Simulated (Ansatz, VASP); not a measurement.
One calculation of Zn2C3, two programs

INCAR

```
ALGO = Normal
EDIFF = 1E-6
EDIFFG = -0.04
ENCUT = 600
GGA = PE
IBRION = 2
ISIF = 3
ISMEAR = 0
LASPH = True
LCHARG = False
LREAL = False
LWAVE = False
NELM = 60
NSW = 90
PREC = Accurate
SIGMA = 0.1
```

Contents of KPOINTS:

```
k-points
0
Gamma
  6 6 4
```

POSCAR

```
Zn2C3
1.0
    3.3294046195      0.0000000000      0.0000000000
   -1.6647023097      2.8833489800      0.0000000000
    0.0000000000      0.0000000000      5.1800127709
Zn C
2 3
Direct
    0.3333333333      0.6666666667      0.2450000000
    0.6666666667      0.3333333333      0.7550000000
    0.0000000000      0.0000000000      0.0000000000
    0.3333333333      0.6666666667      0.6450000000
    0.6666666667      0.3333333333      0.3550000000
```

Input for Ansatz:

```yaml
crystal:
  lattice:
    - [3.3294046195, 0.0, 0.0]
    - [-1.6647023097, 2.88334898, 0.0]
    - [0.0, 0.0, 5.1800127709]
  atoms:
    - { symbol: Zn, position: [0.3333333333, 0.6666666667, 0.245] }
    - { symbol: Zn, position: [0.6666666667, 0.3333333333, 0.755] }
    - { symbol: C, position: [0.0, 0.0, 0.0] }
    - { symbol: C, position: [0.3333333333, 0.6666666667, 0.645] }
    - { symbol: C, position: [0.6666666667, 0.3333333333, 0.355] }
basis:
  ecutwfc: 420
kpoints:
  mp_grid: { grid: [6, 6, 4] }
hamiltonian:
  xc: pbe
scf:
  occupations: { method: gaussian, width: 0.1 }
  lower_state_search: "off"
output:
  forces: true
  stress: true
  eigenvalues: true
relax:
  adjacent_minimum: "off"
  f_tol: 0.04
  max_steps: 70
  cell: { stress_tol: 0.4 }
```

Alike in both runs: task relaxation of cell and atoms; functional PBE; k mesh 6 × 6 × 4; occupations gaussian, width 0.1 eV; no spin polarisation.

|  | VASP | Ansatz |
| --- | --- | --- |
| version | VASP 6.6.1 | Ansatz 0.2.0 |
| potentials or method | VASP PAW PBE potentials, release 64 (Zn, C), cutoff 600 eV | scalar-relativistic, plane waves, PAW |
| valence electrons in the cell | 36 | 36 |

Ansatz gave:

```
gap on the k mesh at the Fermi level, each at its own relaxed structure (eV) : none
relaxed volume (Å³/atom)                                                     : 9.43
relaxed cell length with the largest relative difference (Å)                 : 7.573
```

Problem. What did VASP give for the same quantities?

Solution. gap on the k mesh at the Fermi level, each at its own relaxed structure (eV): none; relaxed volume (Å³/atom): 9.38; relaxed cell length with the largest relative difference (Å): 7.507.

A gap of «none» marks a metal or a gap that the smearing closes.

The k mesh is coarse, so the values compare programs but aren't converged.
